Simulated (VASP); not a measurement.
# KMnF3 (Pm-3m) in VASP: a series of runs

The runs below take KMnF3 through single point, with LDA.

All numbers are computed with VASP 6.6.1; they aren't measurements. Logs are shortened: lines on timing, memory, paths and dates and some standing lists are left out, and cuts for length are marked.

## 1. The cell of the first run

The structure is cubic, space group Pm-3m (No. 221). Conventional cell: a = 4.098 Å, b = 4.098 Å, c = 4.098 Å, α = 90.00°, β = 90.00°, γ = 90.00°. K (site symmetry m-3m) has 12 F at 2.90 Å and 8 Mn at 3.55 Å within 3.8 Å. Mn (site symmetry m-3m) has 6 F at 2.05 Å within 2.7 Å. Within 2.7 Å of F (site symmetry 4/mmm) lie 2 Mn at 2.05 Å.

## 2. Single point, LDA, collinear spin, ferromagnetic start

Input file INCAR:

```
  PREC = Accurate
  ENCUT = 520
  EDIFF = 1E-6
  ISMEAR = -1
  SIGMA = 0.1
  LREAL = False
  LASPH = True
  NELM = 150
  ALGO = Normal
  ISIF = 2
  LWAVE = False
  LCHARG = True
  ISPIN = 2
  MAGMOM = 0 4 0 0 0
  LORBIT = 11
  LMAXMIX = 4
  LELF = True
  LVHAR = True
  NBANDS = 34
```

Input file KPOINTS:

```
regular mesh
0
Gamma
  7 7 7
```

Input file POSCAR:

```
KMnF3
1.0
    4.0981464720      0.0000000000      0.0000000000
    0.0000000000      4.0981464720      0.0000000000
    0.0000000000      0.0000000000      4.0981464720
K Mn F
1 1 3
Direct
    0.5000000000      0.5000000000      0.5000000000
    0.0000000000      0.0000000000      0.0000000000
    0.5000000000      0.0000000000      0.0000000000
    0.0000000000      0.5000000000      0.0000000000
    0.0000000000      0.0000000000      0.5000000000
```

Potentials or basis: VASP PAW LDA potentials, release 64 (K_sv, Mn_pv, F).

Run with:

```bash
> cat potpaw_LDA.64/K_sv/POTCAR potpaw_LDA.64/Mn_pv/POTCAR potpaw_LDA.64/F/POTCAR > POTCAR
> mpirun -np 1 vasp_std > vasp.out
```

OUTCAR:

```text
PREC = Accurate
   ENCUT = 520
   EDIFF = 1E-6
   ISMEAR = -1
   LREAL = False
   LASPH = True
   NELM = 150
   ISIF = 2
   ISPIN = 2
   LORBIT = 11

 ion  position               nearest neighbor table
   1  0.500  0.500  0.500-
   2  0.000  0.000  0.000-   3 2.05   4 2.05   5 2.05   5 2.05   4 2.05   3 2.05
   3  0.500  0.000  0.000-   2 2.05   2 2.05
   4  0.000  0.500  0.000-   2 2.05   2 2.05
   5  0.000  0.000  0.500-   2 2.05   2 2.05

  LATTYP: Found a simple cubic cell.
 ALAT       =     4.0981464720

  Lattice vectors:

 A1 = (   4.0981464720,   0.0000000000,   0.0000000000)
 A2 = (   0.0000000000,   4.0981464720,   0.0000000000)
 A3 = (   0.0000000000,   0.0000000000,   4.0981464720)

Analysis of symmetry for initial positions (statically):
=====================================================================
 Subroutine PRICEL returns:
 Original cell was already a primitive cell.

 Routine SETGRP: Setting up the symmetry group for a
 simple cubic supercell.

 Subroutine GETGRP returns: Found 48 space group operations
 (whereof 48 operations were pure point group operations)
 out of a pool of 48 trial point group operations.

The static configuration has the point symmetry O_h .

Analysis of symmetry for dynamics (positions and initial velocities):
=====================================================================
 Subroutine PRICEL returns:
 Original cell was already a primitive cell.

 Routine SETGRP: Setting up the symmetry group for a
 simple cubic supercell.

 Subroutine GETGRP returns: Found 48 space group operations
 (whereof 48 operations were pure point group operations)
 out of a pool of 48 trial point group operations.

The dynamic configuration has the point symmetry O_h .

Analysis of structural, dynamic, and magnetic symmetry:
=====================================================================
 Subroutine PRICEL returns:
 Original cell was already a primitive cell.

 Routine SETGRP: Setting up the symmetry group for a
 simple cubic supercell.

 Subroutine GETGRP returns: Found 48 space group operations
 (whereof 48 operations were pure point group operations)
 out of a pool of 48 trial point group operations.

The overall configuration has the point symmetry O_h .

 Subroutine INISYM returns: Found 48 space group operations
 (whereof 48 operations are pure point group operations),
 and found     1 'primitive' translations
[... 122 lines left out ...]
   LHFCALC =     F    Hartree Fock is set to
   AEXX    =    0.0000 exact exchange contribution
   IVDW    =     0    specifies the selected vdW correction
   LEPSILON=     F    determine dielectric tensor
   LRPA    =     F    only Hartree local field effects (RPA)
 spin polarized calculation
  energy-cutoff  :      520.00
  volume of cell :       68.83
 maximum number of plane-waves:      1870
   NGX = 15   NGY = 15   NGZ = 15

 number of electron      42.9999990 magnetization       4.9916382

 Free energy of the ion-electron system (eV)
  ---------------------------------------------------
  ext. energy  EPLUGINS =         0.00000000
  ---------------------------------------------------
  free energy    TOTEN  =       -30.35894906 eV

  energy without entropy =      -30.35432326  energy(sigma->0) =      -30.35663616

 E-fermi :   4.0918     XC(G=0): -10.4793

 val. band max:        3.6958232432   @ k =   0.4286   0.4286   0.0000
 cond. band min:       4.4312682371   @ k =   0.0000   0.0000   0.0000
 fundamental gap:      0.7354449939
 Fermi energy:         4.0917807604

 spin component 1

 k-point     1 :       0.0000    0.0000    0.0000
  band No.  band energies     occupation
      1     -46.3059      1.00000
      2     -46.3059      1.00000
      3     -46.3059      1.00000
      4     -26.9879      1.00000
      5     -21.3848      1.00000
      6     -20.8704      1.00000
[... 709 lines left out ...]
     32      12.6021      0.00000
     33      12.9694      0.00000
 Fermi energy:         4.0917807604

 spin component 2

 k-point     1 :       0.0000    0.0000    0.0000
  band No.  band energies     occupation
      1     -41.8255      1.00000
      2     -41.8255      1.00000
      3     -41.8255      1.00000
      4     -26.9864      1.00000
      5     -21.1849      1.00000
      6     -20.6768      1.00000
[... 709 lines left out ...]
     32      13.0121      0.00000
     33      13.1205      0.00000
 [bands above 33 left out]

------------------------ aborting loop because EDIFF is reached ----------------------------------------

  FORCE on cell =-STRESS in cart. coord.  units (eV):
  Direction    XX          YY          ZZ          XY          YZ          ZX
  --------------------------------------------------------------------------------------
  -------------------------------------------------------------------------------------
  Total        0.0461137      0.0461137      0.0461137      0.0000000     -0.0000000      0.0000000
  in kB        1.0734408      1.0734408      1.0734408      0.0000000     -0.0000000      0.0000000
  external PRESSURE =       1.0734408 kB  Pullay stress =       0.0000000 kB

 VOLUME and BASIS-vectors are now :
 -----------------------------------------------------------------------------
  energy-cutoff  :      520.00
  volume of cell :       68.83
      direct lattice vectors                 reciprocal lattice vectors
     4.098146472  0.000000000  0.000000000     0.244012752  0.000000000  0.000000000
     0.000000000  4.098146472  0.000000000     0.000000000  0.244012752  0.000000000
     0.000000000  0.000000000  4.098146472     0.000000000  0.000000000  0.244012752

 POSITION                                       TOTAL-FORCE (eV/Angst)
 -----------------------------------------------------------------------------------
      2.04907      2.04907      2.04907         0.000000      0.000000      0.000000
      0.00000      0.00000      0.00000         0.000000      0.000000      0.000000
      2.04907      0.00000      0.00000         0.000000      0.000000      0.000000
      0.00000      2.04907      0.00000         0.000000      0.000000      0.000000
      0.00000      0.00000      2.04907         0.000000      0.000000      0.000000
 -----------------------------------------------------------------------------------
    total drift:                               -0.000000     -0.000000      0.000000

  FREE ENERGIE OF THE ION-ELECTRON SYSTEM (eV)
  ---------------------------------------------------
  free  energy   TOTEN  =       -30.3589490581 eV

  energy  without entropy=      -30.3543232589  energy(sigma->0) =      -30.35663616

 total charge

# of ion       s       p       d       tot
------------------------------------------
    1        1.951   5.561   0.023   7.536
    2        0.198   6.195   5.019  11.413
    3        1.725   4.348   0.000   6.073
    4        1.725   4.348   0.000   6.073
    5        1.725   4.348   0.000   6.073
--------------------------------------------------
tot          7.326  24.800   5.042  37.168

 magnetization (x)

# of ion       s       p       d       tot
------------------------------------------
    1       -0.000   0.000   0.001   0.000
    2        0.024   0.023   4.464   4.510
    3        0.008   0.074   0.000   0.081
    4        0.008   0.074   0.000   0.081
    5        0.008   0.074   0.000   0.081
--------------------------------------------------
tot          0.046   0.244   4.464   4.754
```

Run time: 51 s. Hardware: 1 thread of AMD EPYC 7R13 (Zen 3), shared host; peak memory 0.17 GiB.

Results:

```yaml
Free_energy: -30.3589 eV
Pressure: 0.1 GPa
Band_gap_on_the_k_mesh: 0.74 eV (least direct gap 1.34 eV)
Net_moment: 4.99 μB per cell
Site_moments: K +0.00; Mn +4.51; F +0.08 μB
Valence_electrons_inside_the_program's_atomic_spheres: K 7.54; Mn 11.41; F 6.07
```

Levels at points of the mesh, in eV from the valence-band top:
Spin up:
| k point | band 20 | band 21 | band 22 | band 23 | band 24 | band 25 | band 26 | band 27 | band 28 | band 29 |
| --- | --- | --- | --- | --- | --- | --- | --- | --- | --- | --- |
| (0.00, 0.00, 0.00) | -2.93 | -2.93 | -2.93 | -2.12 | -2.12 | 0.86 | 4.33 | 4.33 | 6.92 | 6.92 |
Spin down:
| k point | band 16 | band 17 | band 18 | band 19 | band 20 | band 21 | band 22 | band 23 |
| --- | --- | --- | --- | --- | --- | --- | --- | --- |
| (0.00, 0.00, 0.00) | -5.94 | -5.71 | -5.71 | -5.71 | 0.74 | 0.74 | 0.74 | 1.27 |

Caveat: an odd mesh through Γ misses points on the zone boundary, where band edges can lie; a cell with one magnetic atom can't hold antiferromagnetic order, which such compounds often take.

## 3. Single point, LDA, collinear spin, ferromagnetic start

This run uses another cell than the first one, of 14.70 Å³/atom.

Input file INCAR:

```
ALGO     = Normal         # electronic algorithm
EDIFF    = 1E-6           # SCF threshold, eV
ENCUT    = 520            # plane-wave cutoff, eV
ISIF     = 2              # what is computed and relaxed
ISMEAR   = -1             # smearing method
ISPIN    = 2              # spin polarisation
LASPH    = T              # aspherical terms in the spheres
LCHARG   = F              # write CHGCAR
LMAXMIX  = 4              # l up to which the mixer works
LORBIT   = 11             # projections on sites
LREAL    = F              # projectors in reciprocal space
LWAVE    = F              # write WAVECAR
MAGMOM   = 0 4 0 0 0      # initial moments
NBANDS   = 34             # bands
NELM     = 150            # most SCF steps
PREC     = Accurate       # precision mode
SIGMA    = 0.1            # smearing width, eV
```

Input file KPOINTS:

```
k-points
0
Gamma
  7 7 7
```

POSCAR: that of step 2 with these lines changed.

```diff
@@ -2,5 +2,5 @@
 1.0
-    4.0981464720      0.0000000000      0.0000000000
-    0.0000000000      4.0981464720      0.0000000000
-    0.0000000000      0.0000000000      4.0981464720
+    4.1893000000      0.0000000000      0.0000000000
+    0.0000000000      4.1893000000      0.0000000000
+    0.0000000000      0.0000000000      4.1893000000
 K Mn F
```

Potentials or basis: VASP PAW LDA potentials, release 64 (K_sv, Mn_pv, F).

Run with:

```bash
> cat potpaw_LDA.64/K_sv/POTCAR potpaw_LDA.64/Mn_pv/POTCAR potpaw_LDA.64/F/POTCAR > POTCAR
> mpirun -np 1 vasp_std > vasp.out
```

Wall time 54 s (1 thread of AMD EPYC 7R13 (Zen 3), shared host); peak memory 0.18 GiB.

Results (log left out):

| Property | Result |
| --- | --- |
| Free energy | -30.2967 eV |
| Pressure | -4.6 GPa |
| Band gap on the k mesh | 0.99 eV (least direct gap 1.59 eV) |
| Net moment | 5.00 μB per cell |
| Site moments | K +0.00; Mn +4.53; F +0.07 μB |
| Valence electrons inside the program's atomic spheres | K 7.53; Mn 11.33; F 6.06 |

Levels at points of the mesh, in eV from the valence-band top:
Spin up:
```
           k point  band 22  band 23  band 24  band 25  band 26  band 27
(0.00, 0.00, 0.00)    -2.65    -1.97    -1.97     0.99     4.82     4.82
```
Spin down:
| k point | band 16 | band 17 | band 18 | band 19 | band 20 | band 21 | band 22 | band 23 |
| --- | --- | --- | --- | --- | --- | --- | --- | --- |
| (0.00, 0.00, 0.00) | -5.31 | -5.13 | -5.13 | -5.13 | 1.07 | 1.07 | 1.07 | 1.43 |

Caveat: the cell stands under tension; an odd mesh through Γ misses points on the zone boundary, where band edges can lie; a cell with one magnetic atom can't hold antiferromagnetic order, which such compounds often take.
